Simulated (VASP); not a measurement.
# Mg16Se13S3 (P1) in VASP: single point with PBEsol

Aim: the single point of Mg16Se13S3 with PBEsol.

Program: VASP 6.6.1. These are calculated values, not measurements. Logs are shortened: lines on timing, memory, paths and dates and some standing lists are left out, and cuts for length are marked.

## 1. The cell of the first run

The typed cell holds 64 atoms: a = 10.802 Å, b = 10.802 Å, c = 10.802 Å, α = 90.00°, β = 90.00°, γ = 90.00°.

## 2. Single point, PBEsol

The input, INCAR:

```
PREC = Accurate ; ENCUT = 520
EDIFF = 1E-6 ; ISMEAR = -1
SIGMA = 0.05 ; LREAL = Auto
LASPH = True ; NELM = 100
ALGO = Normal ; ISIF = 2
LWAVE = False ; LCHARG = True
GGA = PS ; LELF = True
LVHAR = True ; ISYM = 0
NBANDS = 166
```

The input, KPOINTS:

```
Automatic mesh
0
Gamma
  1 1 1
  0.25 0.25 0.25
```

The input, POSCAR:

```
Mg16Se13S3
1.0
   10.8018985538      0.0000000000      0.0000000000
    0.0000000000     10.8018985538      0.0000000000
    0.0000000000      0.0000000000     10.8018985538
Se S Mg
26 6 32
Direct
    0.2509850000      0.9999590000      0.9988200000
    0.2497970000      0.5007050000      0.5006460000
    0.7484100000      0.0011670000      0.0000050000
    0.7487330000      0.0004670000      0.4999860000
    0.7492640000      0.4986050000      0.0005440000
    0.7497160000      0.4991760000      0.4991930000
    0.9998760000      0.2505370000      0.0006770000
    0.9997840000      0.2491550000      0.4994070000
    0.0013430000      0.7493380000      0.9991070000
    0.0009950000      0.7505230000      0.5005050000
    0.4997570000      0.2489820000      0.5001010000
    0.4985890000      0.7501710000      0.9986140000
    0.4984120000      0.7514350000      0.5011790000
    0.9996400000      0.0006050000      0.2506070000
    0.0008800000      0.9991280000      0.7491890000
    0.9999410000      0.4993050000      0.2492290000
    0.0010460000      0.5005260000      0.7505310000
    0.4994400000      0.0013830000      0.2498460000
    0.4998160000      0.4990220000      0.2485430000
    0.4985700000      0.5002180000      0.7511660000
    0.2504140000      0.2499640000      0.2492400000
    0.2508200000      0.2492190000      0.7505250000
    0.2497720000      0.7500810000      0.2499620000
    0.7481940000      0.2490900000      0.7507140000
    0.7496720000      0.7499990000      0.2499370000
    0.7487580000      0.7505260000      0.7499920000
    0.2506980000      0.9991340000      0.5021010000
    0.2507650000      0.5000920000      0.9988600000
    0.4996680000      0.2500170000      0.9998030000
    0.4978730000      0.0001500000      0.7501500000
    0.2504460000      0.7506660000      0.7498090000
    0.7485170000      0.2499800000      0.2489520000
    0.0020390000      0.0011250000      0.9987500000
    0.0057410000      0.9999510000      0.5009710000
    0.0060620000      0.4989380000      0.9997240000
    0.0020230000      0.4996190000      0.4999270000
    0.4977470000      0.0056690000      0.9944720000
    0.4939330000      0.0011800000      0.5054580000
    0.4942820000      0.4945970000      0.9988790000
    0.4974990000      0.4989210000      0.5011210000
    0.2553490000      0.2543950000      0.9999690000
    0.2508540000      0.2456670000      0.4999010000
    0.2510490000      0.7457870000      0.9946950000
    0.2498700000      0.7542550000      0.5054160000
    0.7444320000      0.2508000000      0.0052420000
    0.7487540000      0.2489380000      0.4943330000
    0.7489090000      0.7487090000      0.9999180000
    0.7497430000      0.7509420000      0.4999030000
    0.2506220000      0.0000040000      0.2549400000
    0.2545530000      0.9948340000      0.7464510000
    0.2500290000      0.5001030000      0.2456030000
    0.2507630000      0.5052540000      0.7541150000
    0.7484520000      0.0053400000      0.2509470000
    0.7437070000      0.9998340000      0.7489360000
    0.7497670000      0.4944330000      0.2489080000
    0.7485930000      0.4997440000      0.7508780000
    0.9937870000      0.2499040000      0.2489740000
    0.9993640000      0.2486680000      0.7512540000
    0.9995990000      0.7500810000      0.2496410000
    0.0051330000      0.7508440000      0.7499210000
    0.5047550000      0.2492370000      0.2443740000
    0.4995000000      0.2447040000      0.7553960000
    0.4997590000      0.7515050000      0.2486340000
    0.4942820000      0.7557830000      0.7507870000
```

Potentials or basis: VASP PAW PBE potentials, release 64 (Se, S, Mg).

Run with:

```console
cat potpaw_PBE.64/Se/POTCAR potpaw_PBE.64/S/POTCAR potpaw_PBE.64/Mg/POTCAR > POTCAR
mpirun -np 1 vasp_std > vasp.out
```

OUTCAR:

```text
PREC = Accurate
   ENCUT = 520
   EDIFF = 1E-6
   ISMEAR = -1
   LREAL = Auto
   LASPH = True
   NELM = 100
   ISIF = 2
   GGA = PS
   ISYM = 0

 ion  position               nearest neighbor table
   1  0.251  1.000  0.999-  37 2.67  33 2.69  50 2.73  43 2.75  41 2.75  49 2.77
   2  0.250  0.501  0.501-  40 2.68  36 2.68  52 2.74  44 2.74  42 2.75  51 2.75
   3  0.748  0.001  0.000-  45 2.70  37 2.71  53 2.71  54 2.71  47 2.73  33 2.74
   4  0.749  0.000  0.500-  46 2.68  54 2.69  53 2.69  48 2.70  38 2.75  34 2.78
   5  0.749  0.499  0.001-  45 2.68  55 2.68  56 2.70  47 2.70  39 2.75  35 2.77
   6  0.750  0.499  0.499-  46 2.70  55 2.70  56 2.72  48 2.72  40 2.72  36 2.73
[... 41 lines left out ...]
  48  0.750  0.751  0.500-   4 2.70  25 2.70  26 2.70  10 2.71  13 2.71   6 2.72
  49  0.251  0.000  0.255-  27 2.67  18 2.69  23 2.70  21 2.70  14 2.71   1 2.77
  50  0.255  0.995  0.746-  30 2.63  31 2.64  27 2.64   1 2.73  15 2.74  22 2.75  64 3.66
  51  0.250  0.500  0.246-  28 2.67  19 2.70  23 2.70  16 2.70  21 2.70   2 2.75
  52  0.251  0.505  0.754-  28 2.64  31 2.65  20 2.68  17 2.70   2 2.74  22 2.77
  53  0.748  0.005  0.251-  32 2.64  18 2.69   4 2.69   3 2.71  14 2.71  25 2.76
  54  0.744  1.000  0.749-  30 2.66   4 2.69  24 2.69  26 2.69   3 2.71  15 2.78
  55  0.750  0.494  0.249-  32 2.64   5 2.68  19 2.70  16 2.70   6 2.70  25 2.76
  56  0.749  0.500  0.751-   5 2.70  20 2.70  24 2.71  26 2.71   6 2.72  17 2.73
  57  0.994  0.250  0.249-  32 2.65   7 2.68  14 2.69  16 2.69   8 2.71  21 2.77
  58  0.999  0.249  0.751-   7 2.69  15 2.70  24 2.71  22 2.72   8 2.72  17 2.72
  59  1.000  0.750  0.250-  25 2.70  23 2.70  14 2.71   9 2.71  16 2.71  10 2.71
  60  0.005  0.751  0.750-  31 2.65  15 2.68   9 2.69  10 2.69  17 2.70  26 2.77
  61  0.505  0.249  0.244-  32 2.63  29 2.64  18 2.68  19 2.70  21 2.75  11 2.76  45 3.66
  62  0.499  0.245  0.755-  29 2.64  30 2.64  22 2.69  24 2.69  11 2.76  20 2.76  37 3.65
  63  0.500  0.752  0.249-  18 2.70  25 2.70  23 2.70  12 2.70  19 2.73  13 2.73
  64  0.494  0.756  0.751-  31 2.63  30 2.64  12 2.68  13 2.70  26 2.75  20 2.76  50 3.66

IMPORTANT INFORMATION: All symmetrisations will be switched off!
NOSYMM: (Re-)initialisation of all symmetry stuff for point group C_1.

----------------------------------------------------------------------------------------

                                     Primitive cell

  volume of cell :    1260.3765

  direct lattice vectors                    reciprocal lattice vectors
    10.801898554  0.000000000  0.000000000     0.092576318  0.000000000  0.000000000
     0.000000000 10.801898554  0.000000000     0.000000000  0.092576318  0.000000000
     0.000000000  0.000000000 10.801898554     0.000000000  0.000000000  0.092576318

  length of vectors
    10.801898554 10.801898554 10.801898554     0.092576318  0.092576318  0.092576318

  position of ions in fractional coordinates (direct lattice)
     0.250985000  0.999959000  0.998820000
     0.249797000  0.500705000  0.500646000
     0.748410000  0.001167000  0.000005000
     0.748733000  0.000467000  0.499986000
     0.749264000  0.498605000  0.000544000
     0.749716000  0.499176000  0.499193000
[... 56 lines left out ...]
     0.499759000  0.751505000  0.248634000
     0.494282000  0.755783000  0.750787000

  ion indices of the primitive-cell ions
   primitive index   ion index
                 1           1
                 2           2
                 3           3
                 4           4
                 5           5
                 6           6
[... 56 lines left out ...]
                63          63
                64          64

----------------------------------------------------------------------------------------

 KPOINTS: Automatic mesh

Automatic generation of k-mesh.
 Grid dimensions read from file:
 generate k-points for:    1    1    1

 Generating k-lattice:

  Cartesian coordinates                     Fractional coordinates (reciprocal lattice)
     0.092576318  0.000000000  0.000000000     1.000000000  0.000000000  0.000000000
     0.000000000  0.092576318  0.000000000     0.000000000  1.000000000  0.000000000
     0.000000000  0.000000000  0.092576318     0.000000000  0.000000000  1.000000000

  Length of vectors
     0.092576318  0.092576318  0.092576318

  Shift w.r.t. Gamma in fractional coordinates (k-lattice)
     0.250000000  0.250000000  0.250000000

 Subroutine IBZKPT returns following result:
 ===========================================

 Found      4 irreducible k-points:

 Following reciprocal coordinates:
            Coordinates               Weight
  0.250000  0.250000  0.250000      2.000000
 -0.250000  0.250000  0.250000      2.000000
 -0.250000 -0.250000  0.250000      2.000000
  0.250000 -0.250000  0.250000      2.000000
   k-points           NKPTS =      4   k-points in BZ     NKDIM =      4   number of bands    NBANDS=    166
   number of dos      NEDOS =    301   number of ions     NIONS =     64
   total plane-waves  NPLWV = 512000
   dimension x,y,z NGX =    80 NGY =   80 NGZ =   80
   dimension x,y,z NGXF=   160 NGYF=  160 NGZF=  160
   ions per type =              26   6  32
   NGX,Y,Z   is equivalent  to a cutoff of  12.31, 12.31, 12.31 a.u.
   NGXF,Y,Z  is equivalent  to a cutoff of  24.62, 24.62, 24.62 a.u.
 SYSTEM =  unknown system
   PREC   = accura    normal or accurate (medium, high low for compatibility)
   ISTART =      0    job   : 0-new  1-cont  2-samecut
   ICHARG =      2    charge: 1-file 2-atom 10-const
   ISPIN  =      1    spin polarized calculation?
   LNONCOLLINEAR =      F non collinear calculations
   LSORBIT =      F    spin-orbit coupling
   LASPH  =      T    aspherical Exc in radial PAW
   ENCUT  =  520.0 eV  38.22 Ry    6.18 a.u.  20.08 20.08 20.08*2*pi/ulx,y,z
   NELM   =    100;   NELMIN=  2; NELMDL= -5     # of ELM steps
   EDIFF  = 0.1E-05   stopping-criterion for ELM
   LREAL  =      T    real-space projection
   EDIFFG = 0.1E-04   stopping-criterion for IOM
   NSW    =      0    number of steps for IOM
   IBRION =     -1    ionic relax: 0-MD 1-quasi-New 2-CG
   NFREE  =      0    steps in history (QN), initial steepest desc. (CG)
   ISIF   =      2    stress and relaxation
   ISYM   =      0    0-nonsym 1-usesym 2-fastsym
   POTIM  = 0.5000    time-step for ionic-motion
   TEBEG  =    0.0;   TEEND  =   0.0 temperature during run
   PSTRESS=    0.0 pullay stress
   NELECT =     256.0000    total number of electrons
   NUPDOWN=      -1.0000    fix difference up-down
   EMIN   =  10.00;   EMAX   =-10.00  energy-range for DOS
   EFERMI =   0.00;   METHOD = LEGACY
   ISMEAR =    -1;   SIGMA  =   0.05  broadening in eV -4-tet -1-fermi 0-gaus
   EFERMI_NEDOS =   21; number of points for ismear=-14 and -15
   IALGO  =     38    algorithm
   IMIX   =      4    mixing-type and parameters
     AMIX     =   0.40;   BMIX     =  1.00
     AMIX_MAG =   1.60;   BMIX_MAG =  1.00
  volume/ion in A,a.u.               =      19.69       132.90
  Fermi-wavevector in a.u.,A,eV,Ry     =   0.962324  1.818529 12.599917  0.926068
  Thomas-Fermi vector in A             =   2.091773
   LORBIT       =      0    0 simple, 1 ext, 2 COOP (PROOUT), +10 PAW based schemes
   GGA     = PS    functional components
   LHFCALC =     F    Hartree Fock is set to
   AEXX    =    0.0000 exact exchange contribution
   IVDW    =     0    specifies the selected vdW correction
   LEPSILON=     F    determine dielectric tensor
   LRPA    =     F    only Hartree local field effects (RPA)
 non-spin polarized calculation
  energy-cutoff  :      520.00
  volume of cell :     1260.38
 maximum number of plane-waves:     33935
   NGX = 41   NGY = 41   NGZ = 41

 number of electron     255.9999995 magnetization

 Free energy of the ion-electron system (eV)
  ---------------------------------------------------
  ext. energy  EPLUGINS =         0.00000000
  ---------------------------------------------------
  free energy    TOTEN  =      -264.76238827 eV

  energy without entropy =     -264.76238826  energy(sigma->0) =     -264.76238826

 E-fermi :   4.4849     XC(G=0):  -9.6685

 val. band max:        3.2422222486   @ k =  -0.2500   0.2500   0.2500
 cond. band min:       5.8022721527   @ k =  -0.2500  -0.2500   0.2500
 fundamental gap:      2.5600499041
 Fermi energy:         4.4849272025

 k-point     1 :       0.2500    0.2500    0.2500
  band No.  band energies     occupation
      1      -9.5445      2.00000
      2      -9.2145      2.00000
      3      -9.2088      2.00000
      4      -9.1991      2.00000
      5      -8.9345      2.00000
      6      -8.9297      2.00000
[... 132 lines left out ...]
    139       7.2468      0.00000
    140       7.2534      0.00000

 k-point     2 :      -0.2500    0.2500    0.2500
  band No.  band energies     occupation
      1      -9.5446      2.00000
      2      -9.2127      2.00000
      3      -9.2062      2.00000
      4      -9.2037      2.00000
      5      -8.9330      2.00000
      6      -8.9283      2.00000
[... 132 lines left out ...]
    139       7.2494      0.00000
    140       7.2581      0.00000

 k-point     3 :      -0.2500   -0.2500    0.2500
  band No.  band energies     occupation
      1      -9.5445      2.00000
      2      -9.2163      2.00000
      3      -9.2076      2.00000
      4      -9.1985      2.00000
      5      -8.9360      2.00000
      6      -8.9292      2.00000
[... 132 lines left out ...]
    139       7.2493      0.00000
    140       7.2534      0.00000

 k-point     4 :       0.2500   -0.2500    0.2500
  band No.  band energies     occupation
      1      -9.5445      2.00000
      2      -9.2162      2.00000
      3      -9.2079      2.00000
      4      -9.1983      2.00000
      5      -8.9344      2.00000
      6      -8.9306      2.00000
[... 132 lines left out ...]
    139       7.2453      0.00000
    140       7.2491      0.00000
 [bands above 140 left out]

------------------------ aborting loop because EDIFF is reached ----------------------------------------

  FORCE on cell =-STRESS in cart. coord.  units (eV):
  Direction    XX          YY          ZZ          XY          YZ          ZX
  --------------------------------------------------------------------------------------
  -------------------------------------------------------------------------------------
  Total       -0.3899770     -0.3400442     -0.3399443     -0.0448570      0.0755416     -0.0705715
  in kB       -0.4957347     -0.4322606     -0.4321337     -0.0570218      0.0960277     -0.0897098
  external PRESSURE =      -0.4533763 kB  Pullay stress =       0.0000000 kB

 VOLUME and BASIS-vectors are now :
 -----------------------------------------------------------------------------
  energy-cutoff  :      520.00
  volume of cell :     1260.38
      direct lattice vectors                 reciprocal lattice vectors
    10.801898554  0.000000000  0.000000000     0.092576318  0.000000000  0.000000000
     0.000000000 10.801898554  0.000000000     0.000000000  0.092576318  0.000000000
     0.000000000  0.000000000 10.801898554     0.000000000  0.000000000  0.092576318

 POSITION                                       TOTAL-FORCE (eV/Angst)
 -----------------------------------------------------------------------------------
      2.71111     10.80146     10.78915         0.003011      0.003226     -0.000203
      2.69828      5.40856      5.40793         0.002952     -0.000735      0.001855
      8.08425      0.01261      0.00005        -0.003437      0.002830     -0.001305
      8.08774      0.00504      5.40080         0.004830      0.010606      0.001061
      8.09347      5.38588      0.00588        -0.001276     -0.004150     -0.006545
      8.09836      5.39205      5.39223         0.007829     -0.000321      0.001623
[... 56 lines left out ...]
      5.39835      8.11768      2.68572         0.004390     -0.003381      0.000457
      5.33918      8.16389      8.10993        -0.000998      0.002914      0.004909
 -----------------------------------------------------------------------------------
    total drift:                               -0.007041      0.010354      0.013010

  FREE ENERGIE OF THE ION-ELECTRON SYSTEM (eV)
  ---------------------------------------------------
  free  energy   TOTEN  =      -264.7623882650 eV

  energy  without entropy=     -264.7623882649  energy(sigma->0) =     -264.76238826
```

Wall time 45 min (1 thread of AMD EPYC 7R13, shared host); peak memory 1.2 GiB.

Results:

```
Free energy            : -264.7624 eV
Pressure               : 0.0 GPa
Largest force          : 0.017 eV/Å
Band gap on the k mesh : 2.56 eV, indirect (the least direct gap lies 0.5 meV higher)
```

Forces in eV/Å, atoms in the order of the input:
```
Se   0.003  0.003  0.000
Se   0.003 -0.001  0.002
Se  -0.003  0.003 -0.001
Se   0.005  0.011  0.001
Se  -0.001 -0.004 -0.007
Se   0.008  0.000  0.002
Se   0.004  0.004 -0.001
Se   0.003  0.001 -0.004
Se  -0.003 -0.001  0.005
Se   0.005  0.001 -0.001
Se  -0.005 -0.010 -0.007
Se  -0.007  0.000 -0.009
Se  -0.007  0.008  0.004
Se   0.004  0.005  0.000
Se   0.002  0.006  0.004
Se   0.001 -0.002 -0.001
Se  -0.004 -0.006 -0.001
Se   0.003  0.008  0.005
Se  -0.006 -0.008 -0.001
Se  -0.011 -0.007  0.007
Se  -0.002  0.004  0.001
Se   0.000  0.006  0.004
Se   0.002 -0.003  0.002
Se  -0.006  0.001  0.003
Se   0.006 -0.002 -0.004
Se   0.005  0.003 -0.003
S    0.001  0.001 -0.005
S    0.003 -0.010  0.011
S   -0.001  0.002  0.003
S   -0.008  0.001 -0.004
S    0.009  0.009  0.011
S    0.004 -0.006  0.000
Mg   0.004 -0.002  0.001
Mg   0.007 -0.002  0.001
Mg   0.006 -0.001 -0.001
Mg   0.001  0.005  0.004
Mg  -0.002  0.000 -0.005
Mg  -0.002 -0.002  0.010
Mg  -0.002 -0.003 -0.002
Mg   0.002  0.003 -0.002
Mg   0.002  0.001 -0.001
Mg  -0.002 -0.006  0.001
Mg  -0.004 -0.004 -0.009
Mg  -0.001  0.000  0.004
Mg  -0.009  0.002  0.000
Mg  -0.005  0.001 -0.008
Mg  -0.006 -0.001  0.003
Mg  -0.004 -0.003 -0.001
Mg   0.000 -0.003  0.001
Mg   0.007 -0.009 -0.010
Mg  -0.002  0.000 -0.007
Mg   0.001  0.013 -0.001
Mg   0.002  0.004  0.002
Mg  -0.009 -0.005 -0.001
Mg  -0.002  0.000  0.003
Mg   0.001  0.006  0.000
Mg  -0.007 -0.003 -0.002
Mg  -0.001  0.001 -0.002
Mg  -0.004  0.001  0.001
Mg   0.006  0.001  0.000
Mg   0.007 -0.002 -0.004
Mg   0.005 -0.006  0.005
Mg   0.004 -0.003  0.000
Mg  -0.001  0.003  0.005
```

Caveat: the k points lie up to 0.58 Å⁻¹ apart; the PAW data sets were made with another functional, which shifts forces and pressure a little. A k mesh can miss the band edges.
